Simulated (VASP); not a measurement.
# AlNi (Cmmm) in VASP: a series of runs, part 2 of 2

VASP 6.6.1.

**3. Single point, r2SCAN (strain +0.0300 x Voigt [1, 1, 0, 0, 0, 0])**

Contents of POSCAR:

```
AlNi
1.0
    1.9968548200     -2.0117858545      0.0000000000
    1.9968548200      2.0117858545      0.0000000000
    0.0000000000      0.0000000000      3.0994300413
Al Ni
1 1
Direct
    0.0000000000      0.0000000000      0.0000000000
    0.5000000000      0.5000000000      0.5000000000
```

Contents of INCAR.step1:

```
SYSTEM = AlNi
ALGO = Normal
EDIFF = 1E-4
ENCUT = 520
GGA = PE
ISMEAR = 0
LASPH = .True.
LCHARG = .False.
LREAL = .False.
LWAVE = .True.
NBANDS = 14
NELM = 60
PREC = Accurate
SIGMA = 0.15
```

Contents of INCAR.step2:

```
SYSTEM = AlNi
ALGO = Normal
EDIFF = 1E-6
ENCUT = 520
ISIF = 2
ISMEAR = 0
ISTART = 1
LASPH = .True.
LCHARG = .False.
LMIXTAU = .True.
LREAL = .False.
LWAVE = .False.
METAGGA = R2SCAN
NBANDS = 14
NELM = 60
PREC = Accurate
SIGMA = 0.15
```

Contents of KPOINTS:

```
k-points
0
Gamma
  18 18 16
  0 0 0
```

Potentials or basis: VASP PAW PBE potentials, release 64 (Al, Ni).

On the command line:

```console
$ cat potpaw_PBE.64/Al/POTCAR potpaw_PBE.64/Ni/POTCAR > POTCAR
$ cp INCAR.step1 INCAR
$ mpirun -np 1 vasp_std > vasp.out
$ cp INCAR.step2 INCAR
$ mpirun -np 1 vasp_std > vasp.out
```

Wall time 7.9 min (1 thread of Intel Xeon 8259CL, shared host); peak memory 0.4 GiB.

It converged, with:

```yaml
Free_energy: -20.0031 eV
Pressure: -9.0 GPa
Band_gap_on_the_k_mesh: zero (an odd number of electrons rules out a gap without spin polarisation)
```

Stress tensor (GPa, compression positive):
```
 -6.56   0.00   0.00
  0.00  -8.08   0.00
  0.00   0.00 -12.24
```

Levels at points of the mesh, in eV from the Fermi level:
```tsv
k point	band 4	band 5	band 6	band 7	band 8	band 9	band 10	band 11
(0.00, 0.00, 0.00)	-1.58	-1.56	-1.39	3.64	6.82	6.87	7.53	8.65
(0.50, 0.00, 0.00)	-2.53	-2.07	-1.46	-0.41	8.36	8.53	9.83	11.52
(0.50, 0.50, 0.00)	-2.51	-2.26	-2.26	-0.83	2.04	3.03	11.46	14.21
(0.00, 0.00, 0.50)	-2.06	-2.03	-1.34	-1.06	8.65	11.16	11.21	11.52
(0.50, 0.00, 0.50)	-2.94	-1.97	-1.87	-1.11	1.34	2.23	13.63	15.74
(0.50, 0.50, 0.50)	-1.10	-0.82	1.97	2.12	2.24	4.09	4.12	4.18
```

Caveat: the cell differs from its parent crystal (strain +0.0300 x Voigt [1, 1, 0, 0, 0, 0]); the stress differs along the axes, from -12 to -7 GPa; the PAW data sets were made with another functional, which shifts forces and pressure a little.

**4. Single point, r2SCAN (strain -0.0400 x Voigt [1, 1, 0, 0, 0, 0])**

Contents of POSCAR:

```
AlNi
1.0
    1.8611462400     -1.8750625440      0.0000000000
    1.8611462400      1.8750625440      0.0000000000
    0.0000000000      0.0000000000      3.0994300413
Al Ni
1 1
Direct
    0.0000000000      0.0000000000      0.0000000000
    0.5000000000      0.5000000000      0.5000000000
```

Contents of INCAR.step1:

```
SYSTEM = AlNi
PREC     = Accurate       ! precision mode
ENCUT    = 520            ! plane-wave cutoff, eV
ISMEAR   = 0              ! smearing method
SIGMA    = 0.15           ! smearing width, eV
LREAL    = .False.        ! projectors in reciprocal space
LASPH    = .True.         ! aspherical terms in the spheres
NELM     = 100            ! most SCF steps
NBANDS   = 14             ! bands
GGA      = PE             ! functional
ALGO     = Normal         ! electronic algorithm
EDIFF    = 1E-4           ! SCF threshold, eV
LWAVE    = .True.         ! write WAVECAR
LCHARG   = .False.        ! write CHGCAR
```

Contents of INCAR.step2:

```
SYSTEM = AlNi
PREC     = Accurate       ! precision mode
ENCUT    = 520            ! plane-wave cutoff, eV
EDIFF    = 1E-6           ! SCF threshold, eV
ISMEAR   = 0              ! smearing method
SIGMA    = 0.15           ! smearing width, eV
LREAL    = .False.        ! projectors in reciprocal space
LASPH    = .True.         ! aspherical terms in the spheres
NELM     = 100            ! most SCF steps
ALGO     = Normal         ! electronic algorithm
ISIF     = 2              ! what is computed and relaxed
LWAVE    = .False.        ! write WAVECAR
LCHARG   = .True.         ! write CHGCAR
METAGGA  = R2SCAN         ! meta-GGA
LMIXTAU  = .True.       
LELF     = .True.         ! ELF
LVHAR    = .True.       
NBANDS   = 14             ! bands
ISTART   = 1
```

Contents of KPOINTS:

```
Automatic mesh
0
Gamma
  18 18 16
  0 0 0
```

On the command line:

```console
$ cat potpaw_PBE.64/Al/POTCAR potpaw_PBE.64/Ni/POTCAR > POTCAR
$ cp INCAR.step1 INCAR
$ mpirun -np 1 vasp_std > vasp.out
$ cp INCAR.step2 INCAR
$ mpirun -np 1 vasp_std > vasp.out
```

Run time: 8.8 min. Hardware: 1 thread of AMD EPYC 7R13 (Zen 3), shared host; peak memory 0.32 GiB.

It converged, with:

```yaml
Free_energy: -19.8924 eV
Pressure: 18.1 GPa
Band_gap_on_the_k_mesh: zero (an odd number of electrons rules out a gap without spin polarisation)
```

Stress tensor (GPa, compression positive):
```
22.70  0.00  0.00
 0.00 20.84  0.00
 0.00  0.00 10.78
```

Levels at points of the mesh, in eV from the Fermi level:
| k point | band 5 | band 6 | band 7 | band 8 | band 9 | band 10 |
| --- | --- | --- | --- | --- | --- | --- |
| (0.00, 0.00, 0.00) | -1.92 | -1.57 | 2.42 | 7.20 | 8.60 | 8.64 |
| (0.50, 0.00, 0.00) | -2.40 | -1.78 | -0.26 | 7.70 | 8.15 | 10.14 |
| (0.50, 0.50, 0.00) | -2.59 | -2.45 | -0.86 | 2.73 | 4.29 | 11.94 |
| (0.00, 0.00, 0.50) | -2.33 | -1.67 | -1.53 | 8.96 | 12.79 | 12.82 |
| (0.50, 0.00, 0.50) | -2.35 | -2.15 | -1.55 | 1.56 | 2.59 | 16.29 |
| (0.50, 0.50, 0.50) | -0.86 | 1.69 | 2.16 | 2.30 | 4.42 | 4.52 |

Caveat: the cell differs from its parent crystal (strain -0.0400 x Voigt [1, 1, 0, 0, 0, 0]); the stress differs along the axes, from 11 to 23 GPa; the PAW data sets were made with another functional, which shifts forces and pressure a little. Spin polarisation is off, so any magnetic state and its effect on volume and gap are missing.

**5. Single point, r2SCAN (strain -0.0300 x Voigt [1, 1, 0, 0, 0, 0])**

Contents of POSCAR:

```
AlNi
1.0
    1.8805331800     -1.8945944455      0.0000000000
    1.8805331800      1.8945944455      0.0000000000
    0.0000000000      0.0000000000      3.0994300413
Al Ni
1 1
Direct
    0.0000000000      0.0000000000      0.0000000000
    0.5000000000      0.5000000000      0.5000000000
```

Contents of INCAR.step1:

```
SYSTEM = AlNi
ALGO = Normal ; EDIFF = 1E-4
ENCUT = 520 ; GGA = PE
ISMEAR = 0 ; LASPH = .TRUE.
LCHARG = .FALSE. ; LREAL = .FALSE.
LWAVE = .TRUE. ; NBANDS = 14
NELM = 80 ; PREC = Accurate
SIGMA = 0.15
```

Contents of INCAR.step2:

```
SYSTEM = AlNi
ALGO = Normal ; EDIFF = 1E-6
ENCUT = 520 ; ISIF = 2
ISMEAR = 0 ; ISTART = 1
LASPH = .TRUE. ; LCHARG = .FALSE.
LMIXTAU = .TRUE. ; LREAL = .FALSE.
LWAVE = .FALSE. ; METAGGA = R2SCAN
NBANDS = 14 ; NELM = 80
PREC = Accurate ; SIGMA = 0.15
```

Contents of KPOINTS:

```
k-points
0
G
  18 18 16
  0 0 0
```

On the command line:

```console
$ cat potpaw_PBE.64/Al/POTCAR potpaw_PBE.64/Ni/POTCAR > POTCAR
$ cp INCAR.step1 INCAR
$ mpirun -np 1 vasp_std > vasp.out
$ cp INCAR.step2 INCAR
$ mpirun -np 1 vasp_std > vasp.out
```

It took 8.8 min on 1 thread of AMD EPYC 7R13 (Zen 3), shared host; peak memory 0.32 GiB.

It converged, with:

| Quantity | Value |
| --- | --- |
| Free energy | -19.9463 eV |
| Pressure | 13.1 GPa |
| Band gap on the k mesh | zero (an odd number of electrons rules out a gap without spin polarisation) |

Stress tensor (GPa, compression positive):
```
17.25  0.00  0.00
 0.00 15.43  0.00
 0.00  0.00  6.49
```

Levels at points of the mesh, in eV from the Fermi level:
```tsv
k point	band 4	band 5	band 6	band 7	band 8	band 9	band 10	band 11
(0.00, 0.00, 0.00)	-1.89	-1.87	-1.54	2.61	7.25	8.32	8.36	9.30
(0.50, 0.00, 0.00)	-3.17	-2.35	-1.73	-0.29	7.82	8.19	10.09	13.06
(0.50, 0.50, 0.00)	-2.87	-2.60	-2.46	-0.86	2.63	4.10	11.87	14.37
(0.00, 0.00, 0.50)	-2.30	-2.28	-1.57	-1.50	8.91	12.53	12.57	13.08
(0.50, 0.00, 0.50)	-3.26	-2.29	-2.10	-1.47	1.52	2.54	15.87	16.95
(0.50, 0.50, 0.50)	-1.41	-0.85	1.73	2.15	2.29	4.37	4.47	5.31
```

Caveat: the cell differs from its parent crystal (strain -0.0300 x Voigt [1, 1, 0, 0, 0, 0]); the stress differs along the axes, from 6 to 17 GPa; the PAW data sets were made with another functional, which shifts forces and pressure a little. Spin polarisation is off, so any magnetic state and its effect on volume and gap are missing.

**6. Single point, r2SCAN (strain -0.0200 x Voigt [1, 1, 0, 0, 0, 0])**

Contents of POSCAR:

```
AlNi
1.0
    1.8999201200     -1.9141263470      0.0000000000
    1.8999201200      1.9141263470      0.0000000000
    0.0000000000      0.0000000000      3.0994300413
Al Ni
1 1
Direct
    0.0000000000      0.0000000000      0.0000000000
    0.5000000000      0.5000000000      0.5000000000
```

Contents of INCAR.step1:

```
SYSTEM = AlNi
PREC = Accurate
ENCUT = 520
ISMEAR = 0
SIGMA = 0.15
LREAL = .False.
LASPH = .True.
NELM = 60
NBANDS = 14
GGA = PE
ALGO = Normal
EDIFF = 1E-4
LWAVE = .True.
LCHARG = .False.
```

Contents of INCAR.step2:

```
SYSTEM = AlNi
PREC = Accurate
ENCUT = 520
EDIFF = 1E-6
ISMEAR = 0
SIGMA = 0.15
LREAL = .False.
LASPH = .True.
NELM = 60
ALGO = Normal
ISIF = 2
LWAVE = .False.
LCHARG = .False.
METAGGA = R2SCAN
LMIXTAU = .True.
NBANDS = 14
ISTART = 1
```

Contents of KPOINTS:

```
regular mesh
0
Gamma
  18 18 16
  0 0 0
```

Potentials or basis: VASP PAW PBE potentials, release 64 (Al, Ni).

On the command line:

```console
$ cat potpaw_PBE.64/Al/POTCAR potpaw_PBE.64/Ni/POTCAR > POTCAR
$ cp INCAR.step1 INCAR
$ mpirun -np 1 vasp_std > vasp.out
$ cp INCAR.step2 INCAR
$ mpirun -np 1 vasp_std > vasp.out
```

Wall time 8.8 min (1 thread of AMD EPYC 7R13 (Zen 3), shared host); peak memory 0.33 GiB.

The run converged. Its results:

```
Free energy            : -19.9858 eV
Pressure               : 8.5 GPa
Band gap on the k mesh : zero (an odd number of electrons rules out a gap without spin polarisation)
```

Stress tensor (GPa, compression positive):
```
12.28  0.00  0.00
 0.00 10.50  0.00
 0.00  0.00  2.60
```

Levels at points of the mesh, in eV from the Fermi level:
| k point | band 5 | band 6 | band 7 | band 8 | band 9 | band 10 |
| --- | --- | --- | --- | --- | --- | --- |
| (0.00, 0.00, 0.00) | -1.81 | -1.51 | 2.79 | 7.30 | 8.05 | 8.09 |
| (0.50, 0.00, 0.00) | -2.29 | -1.68 | -0.31 | 7.95 | 8.23 | 10.04 |
| (0.50, 0.50, 0.00) | -2.61 | -2.47 | -0.86 | 2.53 | 3.90 | 11.80 |
| (0.00, 0.00, 0.50) | -2.23 | -1.48 | -1.47 | 8.87 | 12.29 | 12.33 |
| (0.50, 0.00, 0.50) | -2.23 | -2.06 | -1.40 | 1.48 | 2.49 | 15.46 |
| (0.50, 0.50, 0.50) | -0.85 | 1.78 | 2.14 | 2.28 | 4.32 | 4.42 |

Caveat: the cell differs from its parent crystal (strain -0.0200 x Voigt [1, 1, 0, 0, 0, 0]); the stress differs along the axes, from 3 to 12 GPa; the PAW data sets were made with another functional, which shifts forces and pressure a little. Spin polarisation is off, so any magnetic state and its effect on volume and gap are missing.

**7. The runs side by side**

```csv
cell,gap on the mesh (eV),pressure (GPa)
"a = 2.780, b = 2.780, c = 3.099 Å, angles 90.0, 90.0, 90.4°, 2 atoms",none,-3.0
"a = 2.835, b = 2.835, c = 3.099 Å, angles 90.0, 90.0, 90.4°, 2 atoms",none,-9.0
"a = 2.642, b = 2.642, c = 3.099 Å, angles 90.0, 90.0, 90.4°, 2 atoms",none,18.1
"a = 2.669, b = 2.669, c = 3.099 Å, angles 90.0, 90.0, 90.4°, 2 atoms",none,13.1
"a = 2.697, b = 2.697, c = 3.099 Å, angles 90.0, 90.0, 90.4°, 2 atoms",none,8.5
```

Alike in all rows: task single point; level r2SCAN; potentials or basis VASP PAW PBE potentials, release 64 (Al, Ni); no spin polarisation; k mesh 18 × 18 × 16; cutoff (eV) 520; smearing gaussian 0.15 eV.

Caveats: the PAW data sets were made with another functional, which shifts forces and pressure a little; the stress differs along the axes, from -7 to -0 GPa (at least some runs); the stress differs along the axes, from -12 to -7 GPa (at least some runs); the stress differs along the axes, from 11 to 23 GPa (at least some runs); the stress differs along the axes, from 6 to 17 GPa (at least some runs); the stress differs along the axes, from 3 to 12 GPa (at least some runs).

Absolute energies hang on the potentials; compare differences alone.
